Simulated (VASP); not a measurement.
Runs of VASP 6.6.1 on ZnSe (Stilleite). The structure is that of space group F-43m (No. 216), or close to it. The cells are those of the table. 

```csv
task,level,cell,gap on the mesh (eV),pressure (GPa),relaxed volume (Å³/atom)
single point,PBE,"a = 4.053 Å, angles 60.0°, 2 atoms",1.15,0.2,-
relaxation of cell and atoms,PBEsol,"relaxed from a = 4.008 Å, angles 60.0°, 2 atoms",1.22,0.0,(a)
relaxation of cell and atoms,PBE,"relaxed from a = 4.008 Å, angles 60.0°, 2 atoms",1.14,0.0,23.63
single point,PBEsol,"a = 3.984 Å, angles 60.0°, 2 atoms",(b),0.3,-
relaxation of cell and atoms,revPBE+D3(BJ),"relaxed from a = 4.008 Å, angles 60.0°, 2 atoms",1.48,0.0,22.37
single point,revPBE+D3(BJ),"a = 3.979 Å, angles 60.0°, 2 atoms",1.49,0.3,-
```

Alike in all rows: potentials or basis VASP PAW PBE potentials, release 64 (Zn, Se); no spin polarisation; k mesh 6 × 6 × 6; cutoff (eV) 500; smearing gaussian 0.01 eV.

Task: Estimate the missing entries.

Result: (a) 22.45; (b) 1.24.

Caveats: the PAW data sets were made with another functional, which shifts forces and pressure a little (some runs).

A k mesh can miss the band edges, and the runs leave out spin-orbit coupling on Se.
